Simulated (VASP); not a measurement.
# RbBr (Fm-3m) in VASP: settings compared

RbBr is run at these levels: PBE, LDA, r2SCAN, PBE-based screened hybrid; tasks: single point.

All numbers are computed with VASP 6.6.1; they aren't measurements. Logs are shortened: lines on timing, memory, paths and dates and some standing lists are left out, and cuts for length are marked.

## Step 1: The cell of the first run

The structure is cubic, space group Fm-3m (No. 225). Conventional cell: a = 6.922 Å, b = 6.922 Å, c = 6.922 Å, α = 90.00°, β = 90.00°, γ = 90.00°. Within 4.5 Å of Rb (site symmetry m-3m) lie 6 Br at 3.46 Å. Br (site symmetry m-3m) has 6 Rb at 3.46 Å within 4.5 Å.

## Step 2: Single point, PBE

Input file INCAR:

```
SYSTEM = RbBr
ALGO = Normal
EDIFF = 1E-6
ENCUT = 520
GGA = PE
ISIF = 2
ISMEAR = 0
LASPH = .True.
LCHARG = .True.
LELF = .True.
LREAL = .False.
LVHAR = .True.
LWAVE = .False.
NBANDS = 15
NELM = 60
PREC = Accurate
SIGMA = 0.01
```

Input file KPOINTS:

```
k-points
0
Gamma
  4 4 4
  0 0 0
```

Input file POSCAR:

```
RbBr
1.0
    0.0000000000      3.4608260907      3.4608260907
    3.4608260907      0.0000000000      3.4608260907
    3.4608260907      3.4608260907      0.0000000000
Rb Br
1 1
Direct
    0.0000000000      0.0000000000      0.0000000000
    0.5000000000      0.5000000000      0.5000000000
```

Potentials or basis: VASP PAW PBE potentials, release 64 (Rb_sv, Br).

Started as:

```
cat potpaw_PBE.64/Rb_sv/POTCAR potpaw_PBE.64/Br/POTCAR > POTCAR
mpirun -np 1 vasp_std > vasp.out
```

OUTCAR:

```text
SYSTEM = RbBr
   EDIFF = 1E-6
   ENCUT = 520
   GGA = PE
   ISIF = 2
   ISMEAR = 0
   LASPH = .True.
   LREAL = .False.
   NELM = 60
   PREC = Accurate

 ion  position               nearest neighbor table
   1  0.000  0.000  0.000-   2 3.46   2 3.46   2 3.46   2 3.46   2 3.46   2 3.46
   2  0.500  0.500  0.500-   1 3.46   1 3.46   1 3.46   1 3.46   1 3.46   1 3.46

  LATTYP: Found a face centered cubic cell.
 ALAT       =     6.9216521814

  Lattice vectors:

 A1 = (   0.0000000000,   3.4608260907,   3.4608260907)
 A2 = (   3.4608260907,   0.0000000000,   3.4608260907)
 A3 = (   3.4608260907,   3.4608260907,   0.0000000000)

Analysis of symmetry for initial positions (statically):
=====================================================================
 Subroutine PRICEL returns:
 Original cell was already a primitive cell.

 Routine SETGRP: Setting up the symmetry group for a
 face centered cubic supercell.

 Subroutine GETGRP returns: Found 48 space group operations
 (whereof 48 operations were pure point group operations)
 out of a pool of 48 trial point group operations.

The static configuration has the point symmetry O_h .

Analysis of symmetry for dynamics (positions and initial velocities):
=====================================================================
 Subroutine PRICEL returns:
 Original cell was already a primitive cell.

 Routine SETGRP: Setting up the symmetry group for a
 face centered cubic supercell.

 Subroutine GETGRP returns: Found 48 space group operations
 (whereof 48 operations were pure point group operations)
 out of a pool of 48 trial point group operations.

The dynamic configuration has the point symmetry O_h .

 Subroutine INISYM returns: Found 48 space group operations
 (whereof 48 operations are pure point group operations),
 and found     1 'primitive' translations

----------------------------------------------------------------------------------------

                                     Primitive cell

  volume of cell :      82.9028

  direct lattice vectors                    reciprocal lattice vectors
     0.000000000  3.460826091  3.460826091    -0.144474177  0.144474177  0.144474177
     3.460826091  0.000000000  3.460826091     0.144474177 -0.144474177  0.144474177
     3.460826091  3.460826091  0.000000000     0.144474177  0.144474177 -0.144474177

  length of vectors
     4.894347194  4.894347194  4.894347194     0.250236614  0.250236614  0.250236614

  position of ions in fractional coordinates (direct lattice)
     0.000000000  0.000000000  0.000000000
     0.500000000  0.500000000  0.500000000

  ion indices of the primitive-cell ions
   primitive index   ion index
                 1           1
                 2           2

----------------------------------------------------------------------------------------

 KPOINTS: k-points

Automatic generation of k-mesh.
 Grid dimensions read from file:
 generate k-points for:    4    4    4

 Generating k-lattice:

  Cartesian coordinates                     Fractional coordinates (reciprocal lattice)
    -0.036118544  0.036118544  0.036118544     0.250000000  0.000000000  0.000000000
     0.036118544 -0.036118544  0.036118544     0.000000000  0.250000000  0.000000000
     0.036118544  0.036118544 -0.036118544     0.000000000  0.000000000  0.250000000

  Length of vectors
     0.062559154  0.062559154  0.062559154

  Shift w.r.t. Gamma in fractional coordinates (k-lattice)
     0.000000000  0.000000000  0.000000000

 Subroutine IBZKPT returns following result:
 ===========================================

 Found      8 irreducible k-points:

 Following reciprocal coordinates:
            Coordinates               Weight
  0.000000  0.000000  0.000000      1.000000
  0.250000  0.000000  0.000000      8.000000
  0.500000  0.000000  0.000000      4.000000
  0.250000  0.250000  0.000000      6.000000
  0.500000  0.250000  0.000000     24.000000
 -0.250000  0.250000  0.000000     12.000000
  0.500000  0.500000  0.000000      3.000000
 -0.250000  0.500000  0.250000      6.000000
   k-points           NKPTS =      8   k-points in BZ     NKDIM =      8   number of bands    NBANDS=     15
   number of dos      NEDOS =    301   number of ions     NIONS =      2
   total plane-waves  NPLWV =  46656
   dimension x,y,z NGX =    36 NGY =   36 NGZ =   36
   dimension x,y,z NGXF=    72 NGYF=   72 NGZF=   72
   ions per type =               1   1
   NGX,Y,Z   is equivalent  to a cutoff of  12.23, 12.23, 12.23 a.u.
   NGXF,Y,Z  is equivalent  to a cutoff of  24.46, 24.46, 24.46 a.u.
 SYSTEM =  RbBr
   PREC   = accura    normal or accurate (medium, high low for compatibility)
   ISTART =      0    job   : 0-new  1-cont  2-samecut
   ICHARG =      2    charge: 1-file 2-atom 10-const
   ISPIN  =      1    spin polarized calculation?
   LNONCOLLINEAR =      F non collinear calculations
   LSORBIT =      F    spin-orbit coupling
   LASPH  =      T    aspherical Exc in radial PAW
   ENCUT  =  520.0 eV  38.22 Ry    6.18 a.u.   9.10  9.10  9.10*2*pi/ulx,y,z
   NELM   =     60;   NELMIN=  2; NELMDL= -5     # of ELM steps
   EDIFF  = 0.1E-05   stopping-criterion for ELM
   LREAL  =      F    real-space projection
   EDIFFG = 0.1E-04   stopping-criterion for IOM
   NSW    =      0    number of steps for IOM
   IBRION =     -1    ionic relax: 0-MD 1-quasi-New 2-CG
   NFREE  =      0    steps in history (QN), initial steepest desc. (CG)
   ISIF   =      2    stress and relaxation
   ISYM   =      2    0-nonsym 1-usesym 2-fastsym
   POTIM  = 0.5000    time-step for ionic-motion
   TEBEG  =    0.0;   TEEND  =   0.0 temperature during run
   PSTRESS=    0.0 pullay stress
   NELECT =      16.0000    total number of electrons
   NUPDOWN=      -1.0000    fix difference up-down
   EMIN   =  10.00;   EMAX   =-10.00  energy-range for DOS
   EFERMI =   0.00;   METHOD = LEGACY
   ISMEAR =     0;   SIGMA  =   0.01  broadening in eV -4-tet -1-fermi 0-gaus
   EFERMI_NEDOS =   21; number of points for ismear=-14 and -15
   IALGO  =     38    algorithm
   IMIX   =      4    mixing-type and parameters
     AMIX     =   0.40;   BMIX     =  1.00
     AMIX_MAG =   1.60;   BMIX_MAG =  1.00
  volume/ion in A,a.u.               =      41.45       279.73
  Fermi-wavevector in a.u.,A,eV,Ry     =   0.946074  1.787820 12.177973  0.895056
  Thomas-Fermi vector in A             =   2.074037
   LORBIT       =      0    0 simple, 1 ext, 2 COOP (PROOUT), +10 PAW based schemes
   GGA     = PE    functional components
   LHFCALC =     F    Hartree Fock is set to
   AEXX    =    0.0000 exact exchange contribution
   IVDW    =     0    specifies the selected vdW correction
   LEPSILON=     F    determine dielectric tensor
   LRPA    =     F    only Hartree local field effects (RPA)
 non-spin polarized calculation
 Gauss-broadening in eV      SIGMA  =   0.01
  energy-cutoff  :      520.00
  volume of cell :       82.90
 maximum number of plane-waves:      2252
   NGX = 19   NGY = 19   NGZ = 19

 number of electron      15.9999997 magnetization

 Free energy of the ion-electron system (eV)
  ---------------------------------------------------
  ext. energy  EPLUGINS =         0.00000000
  ---------------------------------------------------
  free energy    TOTEN  =        -6.10908562 eV

  energy without entropy =       -6.10908562  energy(sigma->0) =       -6.10908562

 E-fermi :  -1.7623     XC(G=0):  -7.1175

 val. band max:       -1.8609289949   @ k =   0.0000   0.0000   0.0000
 cond. band min:       2.4272025657   @ k =   0.0000   0.0000   0.0000
 fundamental gap:      4.2881315606
 Fermi energy:        -1.7623051385

 k-point     1 :       0.0000    0.0000    0.0000
  band No.  band energies     occupation
      1     -26.3385      2.00000
      2     -14.0131      2.00000
      3     -10.4128      2.00000
      4     -10.4128      2.00000
      5     -10.4128      2.00000
      6      -1.8609      2.00000
      7      -1.8609      2.00000
      8      -1.8609      2.00000
      9       2.4272      0.00000
     10       5.4088      0.00000
     11       5.4088      0.00000
     12       5.4088      0.00000
     13       6.2767      0.00000
     14       6.2767      0.00000
     15       9.0612      0.00000

 k-point     2 :       0.2500    0.0000    0.0000
  band No.  band energies     occupation
      1     -26.3345      2.00000
      2     -14.0312      2.00000
      3     -10.4165      2.00000
      4     -10.4165      2.00000
      5     -10.3928      2.00000
      6      -2.3932      2.00000
      7      -2.0327      2.00000
      8      -2.0327      2.00000
      9       3.6632      0.00000
     10       5.2615      0.00000
     11       6.1103      0.00000
     12       6.1103      0.00000
     13       7.1069      0.00000
     14       7.1069      0.00000
     15      10.3652      0.00000

 k-point     3 :       0.5000    0.0000    0.0000
  band No.  band energies     occupation
      1     -26.3304      2.00000
      2     -14.0490      2.00000
      3     -10.4201      2.00000
      4     -10.4201      2.00000
      5     -10.3730      2.00000
      6      -2.8009      2.00000
      7      -2.1911      2.00000
      8      -2.1911      2.00000
      9       4.8762      0.00000
     10       5.7516      0.00000
     11       7.5370      0.00000
     12       7.5370      0.00000
     13       8.2077      0.00000
     14       8.2077      0.00000
     15       8.8288      0.00000
[... 55 lines left out ...]
 k-point     7 :       0.5000    0.5000    0.0000
  band No.  band energies     occupation
      1     -26.3282      2.00000
      2     -13.9631      2.00000
      3     -10.5748      2.00000
      4     -10.4769      2.00000
      5     -10.4769      2.00000
      6      -2.3269      2.00000
      7      -2.0183      2.00000
      8      -2.0183      2.00000
      9       3.7768      0.00000
     10       5.1567      0.00000
     11       7.1916      0.00000
     12       7.2845      0.00000
     13       7.4572      0.00000
     14       8.8535      0.00000
     15       8.8535      0.00000

 k-point     8 :      -0.2500    0.5000    0.2500
  band No.  band energies     occupation
      1     -26.3281      2.00000
      2     -13.9876      2.00000
      3     -10.5258      2.00000
      4     -10.5258      2.00000
      5     -10.3976      2.00000
      6      -2.3253      2.00000
      7      -2.2019      2.00000
      8      -2.2019      2.00000
      9       5.1899      0.00000
     10       5.1899      0.00000
     11       6.2796      0.00000
     12       6.6337      0.00000
     13       8.8930      0.00000
     14       8.9145      0.00000
     15       8.9924      0.00000

------------------------ aborting loop because EDIFF is reached ----------------------------------------

  FORCE on cell =-STRESS in cart. coord.  units (eV):
  Direction    XX          YY          ZZ          XY          YZ          ZX
  --------------------------------------------------------------------------------------
  -------------------------------------------------------------------------------------
  Total        0.2930122      0.2930122      0.2930122     -0.0000000     -0.0000000      0.0000000
  in kB        5.6627452      5.6627452      5.6627452     -0.0000000     -0.0000000      0.0000000
  external PRESSURE =       5.6627452 kB  Pullay stress =       0.0000000 kB

 VOLUME and BASIS-vectors are now :
 -----------------------------------------------------------------------------
  energy-cutoff  :      520.00
  volume of cell :       82.90
      direct lattice vectors                 reciprocal lattice vectors
     0.000000000  3.460826091  3.460826091    -0.144474177  0.144474177  0.144474177
     3.460826091  0.000000000  3.460826091     0.144474177 -0.144474177  0.144474177
     3.460826091  3.460826091  0.000000000     0.144474177  0.144474177 -0.144474177

 POSITION                                       TOTAL-FORCE (eV/Angst)
 -----------------------------------------------------------------------------------
      0.00000      0.00000      0.00000        -0.000000      0.000000     -0.000000
      3.46083      3.46083      3.46083         0.000000     -0.000000      0.000000
 -----------------------------------------------------------------------------------
    total drift:                                0.000000      0.000000      0.000000

  FREE ENERGIE OF THE ION-ELECTRON SYSTEM (eV)
  ---------------------------------------------------
  free  energy   TOTEN  =        -6.1090856242 eV

  energy  without entropy=       -6.1090856242  energy(sigma->0) =       -6.10908562
```

It took 26 s on 1 thread of AMD EPYC 7R13 (Zen 3), shared host; peak memory 0.17 GiB.

Results:

- Free energy: -6.1091 eV
- Pressure: 0.6 GPa
- Band gap on the k mesh: 4.29 eV, direct

Levels at points of the mesh, in eV from the valence-band top:
```tsv
k point	band 4	band 5	band 6	band 7	band 8	band 9	band 10	band 11	band 12	band 13
(0.00, 0.00, 0.00)	-8.55	-8.55	0.00	0.00	0.00	4.29	7.27	7.27	7.27	8.14
(0.50, 0.00, 0.00)	-8.56	-8.51	-0.94	-0.33	-0.33	6.74	7.61	9.40	9.40	10.07
(0.50, 0.50, 0.00)	-8.62	-8.62	-0.47	-0.16	-0.16	5.64	7.02	9.05	9.15	9.32
```

## Step 3: Single point, PBE

Input file INCAR:

```
ALGO = Normal
EDIFF = 1E-6
ENCUT = 520
GGA = PE
ISIF = 2
ISMEAR = -1
LASPH = T
LCHARG = T
LELF = T
LREAL = F
LVHAR = T
LWAVE = F
NBANDS = 15
NELM = 60
PREC = Accurate
SIGMA = 0.001
```

Input file KPOINTS:

```
k-points
0
Gamma
  4 4 4
```

POSCAR is that of step 2.

Potentials or basis: VASP PAW PBE potentials, release 64 (Rb_sv, Br).

Started as:

```
cat potpaw_PBE.64/Rb_sv/POTCAR potpaw_PBE.64/Br/POTCAR > POTCAR
mpirun -np 1 vasp_std > vasp.out
```

Run time: 28 s. Hardware: 1 thread of AMD EPYC 7R13 (Zen 3), shared host; peak memory 0.17 GiB.

It converged, with:

| Quantity | Value |
| --- | --- |
| Free energy | -6.1091 eV |
| Pressure | 0.6 GPa |
| Band gap on the k mesh | 4.29 eV, direct |

Levels at points of the mesh, in eV from the valence-band top:
| k point | band 5 | band 6 | band 7 | band 8 | band 9 | band 10 | band 11 | band 12 |
| --- | --- | --- | --- | --- | --- | --- | --- | --- |
| (0.00, 0.00, 0.00) | -8.55 | 0.00 | 0.00 | 0.00 | 4.29 | 7.27 | 7.27 | 7.27 |
| (0.50, 0.00, 0.00) | -8.51 | -0.94 | -0.33 | -0.33 | 6.74 | 7.61 | 9.40 | 9.40 |
| (0.50, 0.50, 0.00) | -8.62 | -0.47 | -0.16 | -0.16 | 5.64 | 7.02 | 9.05 | 9.15 |

PBE gaps usually lie below the measured ones, often by a third to a half.

## Step 4: Single point, LDA

Input file INCAR:

```
SYSTEM = RbBr
PREC = Accurate
ENCUT = 520
EDIFF = 1E-6
ISMEAR = 0
SIGMA = 0.01
LREAL = .False.
LASPH = .True.
NELM = 100
ALGO = Normal
ISIF = 2
LWAVE = .False.
LCHARG = .True.
GGA = CA
LELF = .True.
LVHAR = .True.
NBANDS = 15
```

Input file KPOINTS:

```
regular mesh
0
Gamma
  4 4 4
  0 0 0
```

POSCAR is that of step 3.

Potentials or basis: VASP PAW LDA potentials, release 64 (Rb_sv, Br).

Started as:

```
cat potpaw_LDA.64/Rb_sv/POTCAR potpaw_LDA.64/Br/POTCAR > POTCAR
mpirun -np 1 vasp_std > vasp.out
```

OUTCAR:

```text
SYSTEM = RbBr
   PREC = Accurate
   ENCUT = 520
   EDIFF = 1E-6
   ISMEAR = 0
   LREAL = .False.
   LASPH = .True.
   NELM = 100
   ISIF = 2
   GGA = CA

 ion  position               nearest neighbor table
   1  0.000  0.000  0.000-   2 3.46   2 3.46   2 3.46   2 3.46   2 3.46   2 3.46
   2  0.500  0.500  0.500-   1 3.46   1 3.46   1 3.46   1 3.46   1 3.46   1 3.46

  LATTYP: Found a face centered cubic cell.
 ALAT       =     6.9216521814

  Lattice vectors:

 A1 = (   0.0000000000,   3.4608260907,   3.4608260907)
 A2 = (   3.4608260907,   0.0000000000,   3.4608260907)
[... 311 lines left out ...]

  FORCE on cell =-STRESS in cart. coord.  units (eV):
  Direction    XX          YY          ZZ          XY          YZ          ZX
  --------------------------------------------------------------------------------------
  -------------------------------------------------------------------------------------
  Total       -0.7823466     -0.7823466     -0.7823466      0.0000000      0.0000000     -0.0000000
  in kB      -15.1196060    -15.1196060    -15.1196060      0.0000000      0.0000000     -0.0000000
  external PRESSURE =     -15.1196060 kB  Pullay stress =       0.0000000 kB

 VOLUME and BASIS-vectors are now :
 -----------------------------------------------------------------------------
  energy-cutoff  :      520.00
  volume of cell :       82.90
      direct lattice vectors                 reciprocal lattice vectors
     0.000000000  3.460826091  3.460826091    -0.144474177  0.144474177  0.144474177
     3.460826091  0.000000000  3.460826091     0.144474177 -0.144474177  0.144474177
     3.460826091  3.460826091  0.000000000     0.144474177  0.144474177 -0.144474177

 POSITION                                       TOTAL-FORCE (eV/Angst)
 -----------------------------------------------------------------------------------
      0.00000      0.00000      0.00000        -0.000000      0.000000     -0.000000
      3.46083      3.46083      3.46083         0.000000     -0.000000      0.000000
 -----------------------------------------------------------------------------------
    total drift:                                0.000000      0.000000      0.000000

  FREE ENERGIE OF THE ION-ELECTRON SYSTEM (eV)
  ---------------------------------------------------
  free  energy   TOTEN  =        -6.6737708255 eV

  energy  without entropy=       -6.6737708255  energy(sigma->0) =       -6.67377083
```

stdout:

```text
POSCAR found type information on POSCAR RbBr
 POSCAR found :  2 types and       2 ions
 scaLAPACK will be used
 LDA part: xc-table for (Slater(with rela. corr.)+CA(PZ))
 , standard interpolation
 POSCAR, INCAR and KPOINTS ok, starting setup
 FFT: planning ... GRIDC
 FFT: planning ... GRID_SOFT
 FFT: planning ... GRID
 WAVECAR not read
 entering main loop
```

Wall time 23 s (1 thread of AMD EPYC 7R13 (Zen 3), shared host); peak memory 0.14 GiB.

What came out:

| Item | Value |
| --- | --- |
| Free energy | -6.6738 eV |
| Pressure | -1.5 GPa |
| Band gap on the k mesh | 3.89 eV, direct |

Expect the measured gap to be larger: semilocal functionals such as LDA lack the derivative discontinuity.

## Step 5: Single point, r2SCAN

POSCAR is that of step 4.

Input file INCAR.step1:

```
ALGO     = Normal         # electronic algorithm
EDIFF    = 1E-4           # SCF threshold, eV
ENCUT    = 520            # plane-wave cutoff, eV
GGA      = PE             # functional
ISMEAR   = 0              # smearing method
LASPH    = T              # aspherical terms in the spheres
LCHARG   = F              # write CHGCAR
LREAL    = F              # projectors in reciprocal space
LWAVE    = T              # write WAVECAR
NBANDS   = 15             # bands
NELM     = 60             # most SCF steps
PREC     = Accurate       # precision mode
SIGMA    = 0.01           # smearing width, eV
```

Input file INCAR.step2:

```
ALGO     = Normal         # electronic algorithm
EDIFF    = 1E-6           # SCF threshold, eV
ENCUT    = 520            # plane-wave cutoff, eV
ISIF     = 2              # what is computed and relaxed
ISMEAR   = 0              # smearing method
ISTART   = 1            
LASPH    = T              # aspherical terms in the spheres
LCHARG   = F              # write CHGCAR
LMIXTAU  = T            
LREAL    = F              # projectors in reciprocal space
LWAVE    = F              # write WAVECAR
METAGGA  = R2SCAN         # meta-GGA
NBANDS   = 15             # bands
NELM     = 60             # most SCF steps
PREC     = Accurate       # precision mode
SIGMA    = 0.01           # smearing width, eV
```

Input file KPOINTS:

```
k-points
0
Gamma
  4 4 4
```

Potentials or basis: VASP PAW PBE potentials, release 64 (Rb_sv, Br).

Started as:

```
cat potpaw_PBE.64/Rb_sv/POTCAR potpaw_PBE.64/Br/POTCAR > POTCAR
cp INCAR.step1 INCAR
mpirun -np 1 vasp_std > vasp.out
cp INCAR.step2 INCAR
mpirun -np 1 vasp_std > vasp.out
```

Run time: 73 s. Hardware: 1 thread of AMD EPYC 7R13 (Zen 3), shared host; peak memory 0.18 GiB.

It converged, with:

* Free energy: -31.1555 eV
* Pressure: 0.0 GPa
* Band gap on the k mesh: 4.89 eV, direct

Levels at points of the mesh, in eV from the valence-band top:
```tsv
k point	band 4	band 5	band 6	band 7	band 8	band 9	band 10	band 11	band 12	band 13
(0.00, 0.00, 0.00)	-8.75	-8.75	0.00	0.00	0.00	4.89	7.87	7.87	7.87	8.92
(0.50, 0.00, 0.00)	-8.75	-8.70	-0.92	-0.32	-0.32	7.22	8.17	10.14	10.14	10.76
(0.50, 0.50, 0.00)	-8.81	-8.81	-0.47	-0.16	-0.16	6.09	7.84	9.57	10.00	10.23
```

Caveat: the PAW data sets were made with another functional, which shifts forces and pressure a little. r2SCAN opens gaps a little over a GGA but as a rule still falls short of measured ones.

(Continued in part 2 of 2.)
